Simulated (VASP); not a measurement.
# GeAu in VASP: a series of runs

The runs below take GeAu through single point, with PBEsol.

Program: VASP 6.6.1. These are calculated values, not measurements. Logs are shortened: lines on timing, memory, paths and dates and some standing lists are left out, and cuts for length are marked.

**1. The cell of the first run**

Symmetry: Pm-3m, No. 221, cubic system. The conventional cell has a = 3.339 Å, b = 3.339 Å, c = 3.339 Å, α = 90.00°, β = 90.00°, γ = 90.00°. Within 3.8 Å of Au (site symmetry m-3m) lie 8 Ge at 2.89 Å and 6 Au at 3.34 Å. Within 3.8 Å of Ge (site symmetry m-3m) lie 8 Au at 2.89 Å and 6 Ge at 3.34 Å.

**2. Single point, PBEsol (volume scaled by 1.040)**

File INCAR:

```
PREC = Accurate
ENCUT = 520
EDIFF = 1E-6
ISMEAR = 0
SIGMA = 0.05
LREAL = F
LASPH = T
NELM = 80
ALGO = Normal
ISIF = 2
LWAVE = F
LCHARG = T
GGA = PS
LELF = T
LVHAR = T
NBANDS = 20
```

File KPOINTS:

```
Automatic mesh
0
Gamma
  10 10 10
```

File POSCAR:

```
GeAu
1.0
    3.3387788859      0.0000000000      0.0000000000
    0.0000000000      3.3387788859      0.0000000000
    0.0000000000      0.0000000000      3.3387788859
Au Ge
1 1
Direct
    0.0000000000      0.0000000000      0.0000000000
    0.5000000000      0.5000000000      0.5000000000
```

Potentials or basis: VASP PAW PBE potentials, release 64 (Au, Ge_d).

Run with:

```bash
$ cat potpaw_PBE.64/Au/POTCAR potpaw_PBE.64/Ge_d/POTCAR > POTCAR
$ mpirun -np 1 vasp_std > vasp.out
```

OUTCAR:

```text
PREC = Accurate
   ENCUT = 520
   EDIFF = 1E-6
   ISMEAR = 0
   LREAL = F
   LASPH = T
   NELM = 80
   ISIF = 2
   GGA = PS

 ion  position               nearest neighbor table
   1  0.000  0.000  0.000-   2 2.89   2 2.89   2 2.89   2 2.89   2 2.89   2 2.89   2 2.89   2 2.89

   2  0.500  0.500  0.500-   1 2.89   1 2.89   1 2.89   1 2.89   1 2.89   1 2.89   1 2.89   1 2.89

  LATTYP: Found a simple cubic cell.
 ALAT       =     3.3387788859

  Lattice vectors:

 A1 = (   3.3387788859,   0.0000000000,   0.0000000000)
 A2 = (   0.0000000000,   3.3387788859,   0.0000000000)
 A3 = (   0.0000000000,   0.0000000000,   3.3387788859)

Analysis of symmetry for initial positions (statically):
=====================================================================
 Subroutine PRICEL returns:
 Original cell was already a primitive cell.

 Routine SETGRP: Setting up the symmetry group for a
 simple cubic supercell.

 Subroutine GETGRP returns: Found 48 space group operations
 (whereof 48 operations were pure point group operations)
 out of a pool of 48 trial point group operations.

The static configuration has the point symmetry O_h .

Analysis of symmetry for dynamics (positions and initial velocities):
=====================================================================
 Subroutine PRICEL returns:
 Original cell was already a primitive cell.

 Routine SETGRP: Setting up the symmetry group for a
 simple cubic supercell.

 Subroutine GETGRP returns: Found 48 space group operations
 (whereof 48 operations were pure point group operations)
 out of a pool of 48 trial point group operations.

The dynamic configuration has the point symmetry O_h .

 Subroutine INISYM returns: Found 48 space group operations
 (whereof 48 operations are pure point group operations),
 and found     1 'primitive' translations

----------------------------------------------------------------------------------------

                                     Primitive cell

  volume of cell :      37.2189

  direct lattice vectors                    reciprocal lattice vectors
     3.338778886  0.000000000  0.000000000     0.299510700  0.000000000  0.000000000
     0.000000000  3.338778886  0.000000000     0.000000000  0.299510700  0.000000000
     0.000000000  0.000000000  3.338778886     0.000000000  0.000000000  0.299510700

  length of vectors
     3.338778886  3.338778886  3.338778886     0.299510700  0.299510700  0.299510700

  position of ions in fractional coordinates (direct lattice)
     0.000000000  0.000000000  0.000000000
     0.500000000  0.500000000  0.500000000

  ion indices of the primitive-cell ions
   primitive index   ion index
                 1           1
                 2           2

----------------------------------------------------------------------------------------

 KPOINTS: Automatic mesh

Automatic generation of k-mesh.
 Grid dimensions read from file:
 generate k-points for:   10   10   10

 Generating k-lattice:

  Cartesian coordinates                     Fractional coordinates (reciprocal lattice)
     0.029951070  0.000000000  0.000000000     0.100000000  0.000000000  0.000000000
     0.000000000  0.029951070  0.000000000     0.000000000  0.100000000  0.000000000
     0.000000000  0.000000000  0.029951070     0.000000000  0.000000000  0.100000000

  Length of vectors
     0.029951070  0.029951070  0.029951070

  Shift w.r.t. Gamma in fractional coordinates (k-lattice)
     0.000000000  0.000000000  0.000000000

 Subroutine IBZKPT returns following result:
 ===========================================

 Found     56 irreducible k-points:

 Following reciprocal coordinates:
            Coordinates               Weight
  0.000000  0.000000  0.000000      1.000000
  0.100000  0.000000  0.000000      6.000000
  0.200000  0.000000  0.000000      6.000000
  0.300000  0.000000  0.000000      6.000000
  0.400000  0.000000  0.000000      6.000000
  0.500000  0.000000  0.000000      3.000000
[... 16 lines left out ...]
  0.200000  0.100000  0.100000     24.000000
  0.300000  0.100000  0.100000     24.000000
 [... further k-points ...]
   k-points           NKPTS =     56   k-points in BZ     NKDIM =     56   number of bands    NBANDS=     20
   number of dos      NEDOS =    301   number of ions     NIONS =      2
   total plane-waves  NPLWV =  21952
   dimension x,y,z NGX =    28 NGY =   28 NGZ =   28
   dimension x,y,z NGXF=    56 NGYF=   56 NGZF=   56
   ions per type =               1   1
   NGX,Y,Z   is equivalent  to a cutoff of  13.94, 13.94, 13.94 a.u.
   NGXF,Y,Z  is equivalent  to a cutoff of  27.88, 27.88, 27.88 a.u.
 SYSTEM =  unknown system
   PREC   = accura    normal or accurate (medium, high low for compatibility)
   ISTART =      0    job   : 0-new  1-cont  2-samecut
   ICHARG =      2    charge: 1-file 2-atom 10-const
   ISPIN  =      1    spin polarized calculation?
   LNONCOLLINEAR =      F non collinear calculations
   LSORBIT =      F    spin-orbit coupling
   LASPH  =      T    aspherical Exc in radial PAW
   ENCUT  =  520.0 eV  38.22 Ry    6.18 a.u.   6.21  6.21  6.21*2*pi/ulx,y,z
   NELM   =     80;   NELMIN=  2; NELMDL= -5     # of ELM steps
   EDIFF  = 0.1E-05   stopping-criterion for ELM
   LREAL  =      F    real-space projection
   EDIFFG = 0.1E-04   stopping-criterion for IOM
   NSW    =      0    number of steps for IOM
   IBRION =     -1    ionic relax: 0-MD 1-quasi-New 2-CG
   NFREE  =      0    steps in history (QN), initial steepest desc. (CG)
   ISIF   =      2    stress and relaxation
   ISYM   =      2    0-nonsym 1-usesym 2-fastsym
   POTIM  = 0.5000    time-step for ionic-motion
   TEBEG  =    0.0;   TEEND  =   0.0 temperature during run
   PSTRESS=    0.0 pullay stress
   NELECT =      25.0000    total number of electrons
   NUPDOWN=      -1.0000    fix difference up-down
   EMIN   =  10.00;   EMAX   =-10.00  energy-range for DOS
   EFERMI =   0.00;   METHOD = LEGACY
   ISMEAR =     0;   SIGMA  =   0.05  broadening in eV -4-tet -1-fermi 0-gaus
   EFERMI_NEDOS =   21; number of points for ismear=-14 and -15
   IALGO  =     38    algorithm
   IMIX   =      4    mixing-type and parameters
     AMIX     =   0.40;   BMIX     =  1.00
     AMIX_MAG =   1.60;   BMIX_MAG =  1.00
  volume/ion in A,a.u.               =      18.61       125.58
  Fermi-wavevector in a.u.,A,eV,Ry     =   1.433729  2.709356 27.967862  2.055580
  Thomas-Fermi vector in A             =   2.553216
   LORBIT       =      0    0 simple, 1 ext, 2 COOP (PROOUT), +10 PAW based schemes
   GGA     = PS    functional components
   LHFCALC =     F    Hartree Fock is set to
   AEXX    =    0.0000 exact exchange contribution
   IVDW    =     0    specifies the selected vdW correction
   LEPSILON=     F    determine dielectric tensor
   LRPA    =     F    only Hartree local field effects (RPA)
 non-spin polarized calculation
 Gauss-broadening in eV      SIGMA  =   0.05
  energy-cutoff  :      520.00
  volume of cell :       37.22
 maximum number of plane-waves:      1024
 NGX is ok and might be reduce to    28
   NGX = 13   NGY = 13   NGZ = 13

 number of electron      24.9999991 magnetization

 Free energy of the ion-electron system (eV)
  ---------------------------------------------------
  ext. energy  EPLUGINS =         0.00000000
  ---------------------------------------------------
  free energy    TOTEN  =        -8.61508745 eV

  energy without entropy =       -8.61451867  energy(sigma->0) =       -8.61480306

 E-fermi :   7.6593     XC(G=0): -11.9367

 val. band max:        7.6467698463   @ k =   0.1000   0.0000   0.0000
 cond. band min:       7.7152550059   @ k =   0.2000   0.2000   0.1000
 fundamental gap:      0.0684851596
 Fermi energy:         7.6593350620

 k-point     1 :       0.0000    0.0000    0.0000
  band No.  band energies     occupation
      1     -17.0719      2.00000
      2     -17.0719      2.00000
      3     -17.0404      2.00000
      4     -17.0404      2.00000
      5     -17.0404      2.00000
      6      -4.2519      2.00000
[... 12 lines left out ...]
     19      23.4782      0.00000
     20      23.4789      0.00000

 k-point     2 :       0.1000    0.0000    0.0000
  band No.  band energies     occupation
      1     -17.0717      2.00000
      2     -17.0687      2.00000
      3     -17.0413      2.00000
      4     -17.0413      2.00000
      5     -17.0402      2.00000
      6      -4.1114      2.00000
[... 12 lines left out ...]
     19      22.3016      0.00000
     20      22.4832      0.00000

 k-point     3 :       0.2000    0.0000    0.0000
  band No.  band energies     occupation
      1     -17.0711      2.00000
      2     -17.0603      2.00000
      3     -17.0435      2.00000
      4     -17.0435      2.00000
      5     -17.0398      2.00000
      6      -3.6966      2.00000
[... 12 lines left out ...]
     19      20.2772      0.00000
     20      20.7783      0.00000

 k-point     4 :       0.3000    0.0000    0.0000
  band No.  band energies     occupation
      1     -17.0703      2.00000
      2     -17.0500      2.00000
      3     -17.0463      2.00000
      4     -17.0463      2.00000
      5     -17.0392      2.00000
      6      -3.0315      2.00000
[... 12 lines left out ...]
     19      18.3273      0.00000
     20      21.9452      0.00000

 k-point     5 :       0.4000    0.0000    0.0000
  band No.  band energies     occupation
      1     -17.0697      2.00000
      2     -17.0485      2.00000
      3     -17.0485      2.00000
      4     -17.0416      2.00000
      5     -17.0388      2.00000
      6      -2.1926      2.00000
[... 12 lines left out ...]
     19      16.6818      0.00000
     20      22.4278      0.00000
[... 353 lines left out ...]
      6      -1.1467      2.00000
[... 12 lines left out ...]
     19      20.5934      0.00000
     20      22.2917      0.00000

 k-point    22 :       0.1000    0.1000    0.1000
  band No.  band energies     occupation
      1     -17.0668      2.00000
      2     -17.0668      2.00000
      3     -17.0422      2.00000
      4     -17.0422      2.00000
      5     -17.0417      2.00000
      6      -3.8365      2.00000
[... 12 lines left out ...]
     19      21.0946      0.00000
     20      21.0946      0.00000

 k-point    23 :       0.2000    0.1000    0.1000
  band No.  band energies     occupation
      1     -17.0662      2.00000
      2     -17.0584      2.00000
      3     -17.0446      2.00000
      4     -17.0445      2.00000
      5     -17.0417      2.00000
      6      -3.4352      2.00000
[... 12 lines left out ...]
     19      19.2614      0.00000
     20      20.8566      0.00000

 k-point    24 :       0.3000    0.1000    0.1000
  band No.  band energies     occupation
      1     -17.0656      2.00000
      2     -17.0481      2.00000
      3     -17.0478      2.00000
      4     -17.0473      2.00000
      5     -17.0413      2.00000
      6      -2.7987      2.00000
[... 12 lines left out ...]
     19      20.0065      0.00000
     20      21.5157      0.00000

 [... further k-points ...]
[... 5 lines left out ...]
  --------------------------------------------------------------------------------------
  -------------------------------------------------------------------------------------
  Total       -0.9287581     -0.9287581     -0.9287581     -0.0000000     -0.0000000     -0.0000000
  in kB      -39.9806827    -39.9806827    -39.9806827     -0.0000000     -0.0000000     -0.0000000
  external PRESSURE =     -39.9806827 kB  Pullay stress =       0.0000000 kB

 VOLUME and BASIS-vectors are now :
 -----------------------------------------------------------------------------
  energy-cutoff  :      520.00
  volume of cell :       37.22
      direct lattice vectors                 reciprocal lattice vectors
     3.338778886  0.000000000  0.000000000     0.299510700  0.000000000  0.000000000
     0.000000000  3.338778886  0.000000000     0.000000000  0.299510700  0.000000000
     0.000000000  0.000000000  3.338778886     0.000000000  0.000000000  0.299510700

 POSITION                                       TOTAL-FORCE (eV/Angst)
 -----------------------------------------------------------------------------------
      0.00000      0.00000      0.00000         0.000000      0.000000      0.000000
      1.66939      1.66939      1.66939         0.000000      0.000000      0.000000
 -----------------------------------------------------------------------------------
    total drift:                                0.000000      0.000000      0.000000

  FREE ENERGIE OF THE ION-ELECTRON SYSTEM (eV)
  ---------------------------------------------------
  free  energy   TOTEN  =        -8.6150874501 eV

  energy  without entropy=       -8.6145186717  energy(sigma->0) =       -8.61480306
```

Wall time 20 s (1 thread of AMD EPYC 9R45 (Zen 5), shared host); peak memory 0.16 GiB.

Results:

* Free energy: -8.6151 eV
* Pressure: -4.0 GPa

Caveat: the PAW data sets were made with another functional, which shifts forces and pressure a little; spin-orbit coupling is left out, which moves the levels of the heavy elements.

**3. Single point, PBEsol (atom 2 (Ge) moved 0.08 Å along y)**

File INCAR:

```
ALGO = Normal
EDIFF = 1E-7
ENCUT = 520
GGA = PS
ISIF = 2
ISMEAR = 0
LASPH = True
LCHARG = False
LREAL = False
LWAVE = False
NBANDS = 20
NELM = 60
PREC = Accurate
SIGMA = 0.05
```

File KPOINTS:

```
k-points
0
Gamma
  10 10 10
```

File POSCAR:

```
GeAu
1.0
    3.2954132127      0.0000000000      0.0000000000
    0.0000000000      3.2954132127      0.0000000000
    0.0000000000      0.0000000000      3.2954132127
Au Ge
1 1
Direct
    0.0000000000      0.0000000000      0.0000000000
    0.5000000000      0.5242761665      0.5000000000
```

Potentials or basis: VASP PAW PBE potentials, release 64 (Au, Ge_d).

Run with:

```bash
$ cat potpaw_PBE.64/Au/POTCAR potpaw_PBE.64/Ge_d/POTCAR > POTCAR
$ mpirun -np 1 vasp_std > vasp.out
```

OUTCAR:

```text
EDIFF = 1E-7
   ENCUT = 520
   GGA = PS
   ISIF = 2
   ISMEAR = 0
   LASPH = True
   LREAL = False
   NELM = 60
   PREC = Accurate

 ion  position               nearest neighbor table
   1  0.000  0.000  0.000-   2 2.81   2 2.81   2 2.81   2 2.81   2 2.90   2 2.90   2 2.90   2 2.90

   2  0.500  0.524  0.500-   1 2.81   1 2.81   1 2.81   1 2.81   1 2.90   1 2.90   1 2.90   1 2.90

  LATTYP: Found a simple cubic cell.
 ALAT       =     3.2954132127

  Lattice vectors:

 A1 = (   3.2954132127,   0.0000000000,   0.0000000000)
 A2 = (   0.0000000000,   3.2954132127,   0.0000000000)
 A3 = (   0.0000000000,   0.0000000000,   3.2954132127)

Analysis of symmetry for initial positions (statically):
=====================================================================
 Subroutine PRICEL returns:
 Original cell was already a primitive cell.

 Routine SETGRP: Setting up the symmetry group for a
 simple cubic supercell.

 Subroutine GETGRP returns: Found  8 space group operations
 (whereof  8 operations were pure point group operations)
 out of a pool of 48 trial point group operations.

The static configuration has the point symmetry C_4v.

[... 153 lines left out ...]
 Free energy of the ion-electron system (eV)
  ---------------------------------------------------
  ext. energy  EPLUGINS =         0.00000000
  ---------------------------------------------------
  free energy    TOTEN  =        -8.62946119 eV

  energy without entropy =       -8.62830855  energy(sigma->0) =       -8.62888487

 E-fermi :   8.1932     XC(G=0): -12.1494

 val. band max:        8.1718538936   @ k =   0.0000   0.5000   0.4000
 cond. band min:       8.2173857683   @ k =   0.1000   0.0000   0.0000
 fundamental gap:      0.0455318747
 Fermi energy:         8.1932345806

 k-point     1 :       0.0000    0.0000    0.0000
  band No.  band energies     occupation
      1     -16.5441      2.00000
      2     -16.5441      2.00000
      3     -16.5082      2.00000
      4     -16.5080      2.00000
      5     -16.5080      2.00000
      6      -4.0777      2.00000
[... 541 lines left out ...]
     19      18.2395      0.00000
     20      23.4976      0.00000

 [... further k-points ...]
[... 5 lines left out ...]
  --------------------------------------------------------------------------------------
  -------------------------------------------------------------------------------------
  Total        0.0403438     -0.0045328      0.0403438      0.0000000      0.0000000      0.0000000
  in kB        1.8061643     -0.2029315      1.8061643      0.0000000      0.0000000      0.0000000
  external PRESSURE =       1.1364657 kB  Pullay stress =       0.0000000 kB

 VOLUME and BASIS-vectors are now :
 -----------------------------------------------------------------------------
  energy-cutoff  :      520.00
  volume of cell :       35.79
      direct lattice vectors                 reciprocal lattice vectors
     3.295413213  0.000000000  0.000000000     0.303452082  0.000000000  0.000000000
     0.000000000  3.295413213  0.000000000     0.000000000  0.303452082  0.000000000
     0.000000000  0.000000000  3.295413213     0.000000000  0.000000000  0.303452082

 POSITION                                       TOTAL-FORCE (eV/Angst)
 -----------------------------------------------------------------------------------
      0.00000      0.00000      0.00000         0.000000      0.092848     -0.000000
      1.64771      1.72771      1.64771        -0.000000     -0.092848      0.000000
 -----------------------------------------------------------------------------------
    total drift:                                0.000000      0.000601      0.000008

  FREE ENERGIE OF THE ION-ELECTRON SYSTEM (eV)
  ---------------------------------------------------
  free  energy   TOTEN  =        -8.6294611866 eV

  energy  without entropy=       -8.6283085480  energy(sigma->0) =       -8.62888487
```

Wall time 45 s (1 thread of AMD EPYC 9R45 (Zen 5), shared host); peak memory 0.2 GiB.

What came out:

```yaml
Free_energy: -8.6295 eV
Pressure: 0.1 GPa
Largest_force: 0.093 eV/Å
```

Forces on the atoms (eV/Å):
```
Au   0.000  0.093  0.000
Ge   0.000 -0.093  0.000
```

Caveat: the cell differs from its parent crystal (atom 2 (Ge) moved 0.08 Å along y); the PAW data sets were made with another functional, which shifts forces and pressure a little; spin-orbit coupling is left out, which moves the levels of the heavy elements.

(Part 1 of 2 ends here.)
